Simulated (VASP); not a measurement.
Input of a VASP 6.6.1 run:

The input INCAR:

```
SYSTEM = TaWC2
PREC     = Accurate       ! precision mode
ENCUT    = 520            ! plane-wave cutoff, eV
EDIFF    = 1E-7           ! SCF threshold, eV
ISMEAR   = -1             ! smearing method
SIGMA    = 0.05           ! smearing width, eV
LREAL    = .FALSE.        ! projectors in reciprocal space
LASPH    = .TRUE.         ! aspherical terms in the spheres
NELM     = 150            ! most SCF steps
ALGO     = Normal         ! electronic algorithm
ISIF     = 2              ! what is computed and relaxed
LWAVE    = .FALSE.        ! write WAVECAR
LCHARG   = .FALSE.        ! write CHGCAR
LMAXMIX  = 4              ! l up to which the mixer works
LDAU     = .TRUE.         ! DFT+U
LDAUTYPE = 2            
LDAUL    = 2 2 -1         ! shell
LDAUU    = 1 1 0          ! U, eV
LDAUJ    = 0 0 0        
LDAUPRINT= 1            
NBANDS   = 24             ! bands
```

File KPOINTS:

```
Automatic mesh
0
G
  10 10 10
  0 0 0
```

The input POSCAR:

```
TaWC2
1.0
    1.5718551461      0.9075109917      5.1016196719
   -1.5718551461      0.9075109917      5.1016196719
    0.0000000000     -1.8150219835      5.1016196719
W Ta C
1 1 2
Direct
    0.0000000000      0.0000000000      0.0000000000
    0.5000000000      0.5000000000      0.5000000000
    0.2509330000      0.2509330000      0.2509330000
    0.7490670000      0.7490670000      0.7490670000
```

Potentials or basis: VASP PAW LDA potentials, release 64 (W_sv, Ta_pv, C).

Launch:

```bash
$ cat potpaw_LDA.64/W_sv/POTCAR potpaw_LDA.64/Ta_pv/POTCAR potpaw_LDA.64/C/POTCAR > POTCAR
$ mpirun -np 1 vasp_std > vasp.out
```

**Question.** Predict the pressure.

**Answer.** -12.6 GPa.

**Question.** Predict the largest force.

**Answer.** 0.088 eV/Å.

**Question.** Predict the band gap on the k mesh.

**Answer.** Zero (an odd number of electrons rules out a gap without spin polarisation).

Stress tensor (GPa, compression positive):
```
-12.65   0.00   0.00
  0.00 -12.65   0.00
  0.00   0.00 -12.52
```

Caveat: the cell stands under tension; spin-orbit coupling is left out, which moves the levels of the heavy elements; U without spin polarisation on a metal has little footing; the U is typed as a test and isn't derived for this compound.
